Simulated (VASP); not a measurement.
# C (P6_3/mmc) in VASP: notebook, part 2 of 2

VASP 6.6.1. Earlier steps stand in the parts before.

## Step 3: Single point, BLYP

Contents of INCAR:

```
PREC = Accurate ; ENCUT = 520
EDIFF = 1E-7 ; ISMEAR = -1
SIGMA = 0.05 ; LREAL = F
LASPH = T ; NELM = 60
ALGO = Normal ; ISIF = 2
LWAVE = F ; LCHARG = F
GGA = B5 ; ALDAX = 1.0
AGGAX = 1.0 ; AGGAC = 1.0
ALDAC = 0.0 ; NBANDS = 16
```

Contents of KPOINTS:

```
Automatic mesh
0
Gamma
  13 13 7
```

Contents of POSCAR:

```
C
1.0
    2.5299469697      0.0000000000      0.0000000000
   -1.2649734849      2.1909983460      0.0000000000
    0.0000000000      0.0000000000      4.2110452283
C
4
Direct
    0.3333333333      0.6666666667      0.0626028893
    0.6666666667      0.3333333333      0.5626028893
    0.3333333333      0.6666666667      0.4373971107
    0.6666666667      0.3333333333      0.9373971107
```

Potentials or basis: VASP PAW PBE potentials, release 64 (C).

Launch:

```bash
> cat potpaw_PBE.64/C/POTCAR > POTCAR
> mpirun -np 1 vasp_std > vasp.out
```

OUTCAR:

```text
PREC = Accurate
   ENCUT = 520
   EDIFF = 1E-7
   ISMEAR = -1
   LREAL = F
   LASPH = T
   NELM = 60
   ISIF = 2
   GGA = B5

 ion  position               nearest neighbor table
   1  0.333  0.667  0.063-   4 1.55   4 1.55   4 1.55   3 1.58
   2  0.667  0.333  0.563-   3 1.55   3 1.55   3 1.55   4 1.58
   3  0.333  0.667  0.437-   2 1.55   2 1.55   2 1.55   1 1.58
   4  0.667  0.333  0.937-   1 1.55   1 1.55   1 1.55   2 1.58

  LATTYP: Found a hexagonal cell.
 ALAT       =     2.5299469697
 C/A-ratio  =     1.6644796427

  Lattice vectors:

 A1 = (   2.5299469697,   0.0000000000,   0.0000000000)
 A2 = (  -1.2649734849,   2.1909983460,   0.0000000000)
 A3 = (   0.0000000000,   0.0000000000,   4.2110452283)

Analysis of symmetry for initial positions (statically):
=====================================================================
 Subroutine PRICEL returns:
 Original cell was already a primitive cell.

 Routine SETGRP: Setting up the symmetry group for a
 hexagonal supercell.

 Subroutine GETGRP returns: Found 24 space group operations
 (whereof 12 operations were pure point group operations)
 out of a pool of 24 trial point group operations.

The static configuration has the point symmetry D_3d.
 The point group associated with its full space group is D_6h.

Analysis of symmetry for dynamics (positions and initial velocities):
=====================================================================
 Subroutine PRICEL returns:
 Original cell was already a primitive cell.

 Routine SETGRP: Setting up the symmetry group for a
 hexagonal supercell.

 Subroutine GETGRP returns: Found 24 space group operations
 (whereof 12 operations were pure point group operations)
 out of a pool of 24 trial point group operations.

The dynamic configuration has the point symmetry D_3d.
 The point group associated with its full space group is D_6h.

 Subroutine INISYM returns: Found 24 space group operations
 (whereof 12 operations are pure point group operations),
 and found     1 'primitive' translations

----------------------------------------------------------------------------------------

                                     Primitive cell

  volume of cell :      23.3423

  direct lattice vectors                    reciprocal lattice vectors
     2.529946970  0.000000000  0.000000000     0.395265202  0.228206471  0.000000000
    -1.264973485  2.190998346  0.000000000     0.000000000  0.456412942  0.000000000
     0.000000000  0.000000000  4.211045228     0.000000000  0.000000000  0.237470734

  length of vectors
     2.529946970  2.529946970  4.211045228     0.456412942  0.456412942  0.237470734

  position of ions in fractional coordinates (direct lattice)
     0.333333333  0.666666667  0.062602889
     0.666666667  0.333333333  0.562602889
     0.333333333  0.666666667  0.437397111
     0.666666667  0.333333333  0.937397111

  ion indices of the primitive-cell ions
   primitive index   ion index
                 1           1
                 2           2
                 3           3
                 4           4

----------------------------------------------------------------------------------------

 KPOINTS: Automatic mesh

Automatic generation of k-mesh.
 Grid dimensions read from file:
 generate k-points for:   13   13    7

 Generating k-lattice:

  Cartesian coordinates                     Fractional coordinates (reciprocal lattice)
     0.030405016  0.017554344  0.000000000     0.076923077 -0.000000000  0.000000000
     0.000000000  0.035108688  0.000000000     0.000000000  0.076923077  0.000000000
     0.000000000  0.000000000  0.033924391     0.000000000  0.000000000  0.142857143

  Length of vectors
     0.035108688  0.035108688  0.033924391

  Shift w.r.t. Gamma in fractional coordinates (k-lattice)
     0.000000000  0.000000000  0.000000000

 Subroutine IBZKPT returns following result:
 ===========================================

 Found     84 irreducible k-points:

 Following reciprocal coordinates:
            Coordinates               Weight
  0.000000  0.000000  0.000000      1.000000
  0.076923  0.000000  0.000000      6.000000
  0.153846  0.000000  0.000000      6.000000
  0.230769  0.000000  0.000000      6.000000
  0.307692  0.000000  0.000000      6.000000
  0.384615  0.000000  0.000000      6.000000
[... 16 lines left out ...]
  0.076923  0.000000  0.142857     12.000000
  0.153846  0.000000  0.142857     12.000000
 [... further k-points ...]
   k-points           NKPTS =     84   k-points in BZ     NKDIM =     84   number of bands    NBANDS=     16
   number of dos      NEDOS =    301   number of ions     NIONS =      4
   total plane-waves  NPLWV =  12800
   dimension x,y,z NGX =    20 NGY =   20 NGZ =   32
   dimension x,y,z NGXF=    40 NGYF=   40 NGZF=   64
   ions per type =               4
   NGX,Y,Z   is equivalent  to a cutoff of  13.14, 13.14, 12.63 a.u.
   NGXF,Y,Z  is equivalent  to a cutoff of  26.28, 26.28, 25.27 a.u.
 SYSTEM =  unknown system
   PREC   = accura    normal or accurate (medium, high low for compatibility)
   ISTART =      0    job   : 0-new  1-cont  2-samecut
   ICHARG =      2    charge: 1-file 2-atom 10-const
   ISPIN  =      1    spin polarized calculation?
   LNONCOLLINEAR =      F non collinear calculations
   LSORBIT =      F    spin-orbit coupling
   LASPH  =      T    aspherical Exc in radial PAW
   ENCUT  =  520.0 eV  38.22 Ry    6.18 a.u.   4.70  4.70  7.83*2*pi/ulx,y,z
   NELM   =     60;   NELMIN=  2; NELMDL= -5     # of ELM steps
   EDIFF  = 0.1E-06   stopping-criterion for ELM
   LREAL  =      F    real-space projection
   EDIFFG = 0.1E-05   stopping-criterion for IOM
   NSW    =      0    number of steps for IOM
   IBRION =     -1    ionic relax: 0-MD 1-quasi-New 2-CG
   NFREE  =      0    steps in history (QN), initial steepest desc. (CG)
   ISIF   =      2    stress and relaxation
   ISYM   =      2    0-nonsym 1-usesym 2-fastsym
   POTIM  = 0.5000    time-step for ionic-motion
   TEBEG  =    0.0;   TEEND  =   0.0 temperature during run
   PSTRESS=    0.0 pullay stress
   NELECT =      16.0000    total number of electrons
   NUPDOWN=      -1.0000    fix difference up-down
   EMIN   =  10.00;   EMAX   =-10.00  energy-range for DOS
   EFERMI =   0.00;   METHOD = LEGACY
   ISMEAR =    -1;   SIGMA  =   0.05  broadening in eV -4-tet -1-fermi 0-gaus
   EFERMI_NEDOS =   21; number of points for ismear=-14 and -15
   IALGO  =     38    algorithm
   IMIX   =      4    mixing-type and parameters
     AMIX     =   0.40;   BMIX     =  1.00
     AMIX_MAG =   1.60;   BMIX_MAG =  1.00
  volume/ion in A,a.u.               =       5.84        39.38
  Fermi-wavevector in a.u.,A,eV,Ry     =   1.443445  2.727716 28.348210  2.083535
  Thomas-Fermi vector in A             =   2.561852
   LORBIT       =      0    0 simple, 1 ext, 2 COOP (PROOUT), +10 PAW based schemes
   GGA     = B5    functional components
   LHFCALC =     F    Hartree Fock is set to
   AEXX    =    0.0000 exact exchange contribution
   IVDW    =     0    specifies the selected vdW correction
   LEPSILON=     F    determine dielectric tensor
   LRPA    =     F    only Hartree local field effects (RPA)
 non-spin polarized calculation
  energy-cutoff  :      520.00
  volume of cell :       23.34
 maximum number of plane-waves:       646
 NGX is ok and might be reduce to    20
   NGX =  9   NGY =  9   NGZ = 15

 number of electron      16.0000001 magnetization

 Free energy of the ion-electron system (eV)
  ---------------------------------------------------
  ext. energy  EPLUGINS =         0.00000000
  ---------------------------------------------------
  free energy    TOTEN  =       -33.34788949 eV

  energy without entropy =      -33.34788949  energy(sigma->0) =      -33.34788949

 E-fermi :  10.7324     XC(G=0): -12.4041

 val. band max:        9.8570500493   @ k =   0.0000   0.0000   0.0000
 cond. band min:      13.8193891665   @ k =   0.3077   0.3077   0.0000
 fundamental gap:      3.9623391172
 Fermi energy:        10.7323549998

 k-point     1 :       0.0000    0.0000    0.0000
  band No.  band energies     occupation
      1     -11.2337      2.00000
      2      -5.8986      2.00000
      3      -3.1994      2.00000
      4       6.9376      2.00000
      5       6.9376      2.00000
      6       9.4538      2.00000
[... 8 lines left out ...]
     15      23.2954      0.00000
     16      27.0556      0.00000
[... 420 lines left out ...]
  band No.  band energies     occupation
      1     -10.5292      2.00000
      2      -6.1764      2.00000
      3      -1.6779      2.00000
      4       4.6417      2.00000
      5       6.0788      2.00000
      6       7.4204      2.00000
[... 8 lines left out ...]
     15      23.9908      0.00000
     16      25.5805      0.00000

 [... further k-points ...]
[... 5 lines left out ...]
  --------------------------------------------------------------------------------------
  -------------------------------------------------------------------------------------
  Total        0.0932529      0.0932529      0.0930718     -0.0000000      0.0000000      0.0000000
  in kB        6.4007322      6.4007322      6.3883026     -0.0000000      0.0000000      0.0000000
  external PRESSURE =       6.3965890 kB  Pullay stress =       0.0000000 kB

 VOLUME and BASIS-vectors are now :
 -----------------------------------------------------------------------------
  energy-cutoff  :      520.00
  volume of cell :       23.34
      direct lattice vectors                 reciprocal lattice vectors
     2.529946970  0.000000000  0.000000000     0.395265202  0.228206471  0.000000000
    -1.264973485  2.190998346  0.000000000     0.000000000  0.456412942  0.000000000
     0.000000000  0.000000000  4.211045228     0.000000000  0.000000000  0.237470734

 POSITION                                       TOTAL-FORCE (eV/Angst)
 -----------------------------------------------------------------------------------
     -0.00000      1.46067      0.26362        -0.000000      0.000000      0.001481
      1.26497      0.73033      2.36915         0.000000     -0.000000      0.001481
     -0.00000      1.46067      1.84190        -0.000000      0.000000     -0.001481
      1.26497      0.73033      3.94742         0.000000     -0.000000     -0.001481
 -----------------------------------------------------------------------------------
    total drift:                               -0.000000      0.000000     -0.000000

  FREE ENERGIE OF THE ION-ELECTRON SYSTEM (eV)
  ---------------------------------------------------
  free  energy   TOTEN  =       -33.3478894940 eV

  energy  without entropy=      -33.3478894939  energy(sigma->0) =      -33.34788949
```

Run time: 24 s. Hardware: 1 thread of Intel Xeon Platinum 8488C (Sapphire Rapids), shared host; peak memory 0.14 GiB.

What came out:

```
Free energy            : -33.3479 eV
Pressure               : 0.6 GPa
Band gap on the k mesh : 3.96 eV, indirect (least direct gap 5.12 eV)
```

Caveat: the PAW data sets were made with another functional, which shifts forces and pressure a little.

## Step 4: Relaxation of cell and atoms, BLYP

This run uses another cell than the first one, of 5.66 Å³/atom, 0.971 times its volume.

Contents of INCAR:

```
AGGAC = 1.0
AGGAX = 1.0
ALDAC = 0.0
ALDAX = 1.0
ALGO = Normal
EDIFF = 1E-7
EDIFFG = -0.01
ENCUT = 600
GGA = B5
IBRION = 2
ISIF = 3
ISMEAR = -1
LASPH = True
LCHARG = False
LREAL = False
LWAVE = False
NELM = 100
NSW = 80
PREC = Accurate
SIGMA = 0.05
```

Contents of KPOINTS:

```
k-points
0
Gamma
  8 8 4
```

Contents of POSCAR:

```
C
1.0
    2.5199982604      0.0000000000      0.0000000000
   -1.2599991302      2.1823825110      0.0000000000
    0.0000000000      0.0000000000      4.1200000000
C
4
Direct
    0.3333333333      0.6666666667      0.0625000000
    0.6666666667      0.3333333333      0.5625000000
    0.3333333333      0.6666666667      0.4375000000
    0.6666666667      0.3333333333      0.9375000000
```

Launch:

```bash
> cat potpaw_PBE.64/C/POTCAR > POTCAR
> mpirun -np 1 vasp_std > vasp.out
```

It took 64 s on 1 thread of Intel Xeon Platinum 8488C (Sapphire Rapids), shared host; peak memory 0.13 GiB.

It converged, with:

| Item | Value |
| --- | --- |
| Free energy | -33.3518 eV |
| Relaxed volume | 5.84 Å³/atom |
| Relaxed cell | a = 2.530 Å, b = 2.530 Å, c = 4.211 Å, α = 90.00°, β = 90.00°, γ = 120.00° |
| Space group after relaxing (to 0.05 Å) | P6_3/mmc (No. 194) |
| Energy gained by relaxing | 11.8 meV/atom |
| Ionic steps | 6 |
| Pressure after relaxing | 0.1 GPa |
| Band gap on the k mesh | 4.18 eV, indirect (least direct gap 5.12 eV) |

Stress tensor (GPa, compression positive):
```
0.01 0.00 0.00
0.00 0.01 0.00
0.00 0.00 0.18
```

The path:
| step | energy change (eV) | largest force (eV/Å) | pressure (GPa) | volume (Å³) |
| --- | --- | --- | --- | --- |
| 1 | 0.0000 | 0.0564 | 13.14 | 22.66 |
| 2 | 0.0168 | 0.2852 | -13.56 | 24.20 |
| 3 | -0.0469 | 0.0631 | -0.17 | 23.36 |
| 4 | -0.0469 | 0.0601 | 0.08 | 23.34 |
| 5 | -0.0467 | 0.1131 | 0.04 | 23.35 |
| 6 | -0.0470 | 0.0009 | 0.06 | 23.34 |

Final structure:
```
C
1.0
     2.53017    0.00000    0.00000
    -1.26508    2.19119    0.00000
     0.00000    0.00000    4.21078
C
4
Direct
  0.33333 0.66667 0.06260
  0.66667 0.33333 0.56260
  0.33333 0.66667 0.43740
  0.66667 0.33333 0.93740
```

Levels at points of the mesh, in eV from the valence-band top:
| k point | band 6 | band 7 | band 8 | band 9 | band 10 | band 11 |
| --- | --- | --- | --- | --- | --- | --- |
| (0.00, 0.00, 0.00) | -0.40 | 0.00 | 0.00 | 5.12 | 5.12 | 5.43 |
| (0.50, 0.00, 0.00) | -6.14 | -5.53 | -2.99 | 4.79 | 8.36 | 8.40 |
| (0.00, 0.00, 0.50) | -1.74 | -1.74 | -1.74 | 7.31 | 7.31 | 7.31 |
| (0.50, 0.00, 0.50) | -4.84 | -4.57 | -4.57 | 6.12 | 6.12 | 6.69 |

Caveat: the PAW data sets were made with another functional, which shifts forces and pressure a little.

## Step 5: Summary

| task | cell | k mesh | cutoff (eV) | gap on the mesh (eV) | pressure (GPa) |
| --- | --- | --- | --- | --- | --- |
| single point | a = 2.530, b = 2.530, c = 4.211 Å, angles 90.0, 90.0, 120.0°, 4 atoms | 8 × 8 × 4 | 520 | 4.18 | 0.6 |
| single point | a = 2.530, b = 2.530, c = 4.211 Å, angles 90.0, 90.0, 120.0°, 4 atoms | 13 × 13 × 7 | 520 | 3.96 | 0.6 |
| relaxation of cell and atoms | relaxed from a = 2.520, b = 2.520, c = 4.120 Å, angles 90.0, 90.0, 120.0°, 4 atoms | 8 × 8 × 4 | 600 | 4.18 | 0.1 |

Alike in all rows: level BLYP; potentials or basis VASP PAW PBE potentials, release 64 (C); no spin polarisation; smearing fermi-dirac 0.05 eV.

Caveats: the PAW data sets were made with another functional, which shifts forces and pressure a little.

Absolute energies hang on the potentials; compare differences alone.
